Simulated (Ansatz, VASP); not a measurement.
**One calculation of HfO2, two programs**

```
CELL_PARAMETERS angstrom
-0.05115 2.53193 2.53193
2.53193 -0.05115 2.53193
2.53193 2.53193 -0.05115
ATOMIC_POSITIONS crystal
Hf 0.00000 0.00000 0.00000
O 0.25000 0.25000 0.25000
O 0.75000 0.75000 0.75000
```

Change from the starting cell: equal xy, yz and zx shear strains of -2 %, crystal datasets.

Alike in both runs: task electric field gradients; functional LDA; k mesh 8 × 8 × 8; occupations fermi-dirac, width 0.01 eV; no spin polarisation.

```csv
,VASP,Ansatz
version,VASP 6.6.1,Ansatz 0.2.0
potentials or method,"VASP PAW LDA potentials, release 64 (Hf_pv, O), cutoff 520 eV","all-electron PAW with datasets made for the crystal, scalar-relativistic"
```

VASP gave:

- gap on the k mesh at the Fermi level (eV): 3.53
- pressure (GPa): -19.0
- traceless stress, the component that is largest in VASP (GPa): 1.60
- rms of the force components (eV/Å): 0.088
- size of Vzz on the site where it differs most (V/Å²): 76.5

What did Ansatz give for the same quantities?

gap on the k mesh at the Fermi level (eV): 3.51; pressure (GPa): -16.1; traceless stress, the component that is largest in VASP (GPa): 1.68; rms of the force components (eV/Å): 0.097; size of Vzz on the site where it differs most (V/Å²): 88.6.

LDA's correlation is that of Perdew and Zunger in VASP and of Perdew and Wang (1992) in Ansatz. Atom by atom the forces differ by 0.009 eV/Å (rms over components). Ansatz ran all-electron here, and VASP with PAW potentials.

Spin-orbit coupling is off throughout.
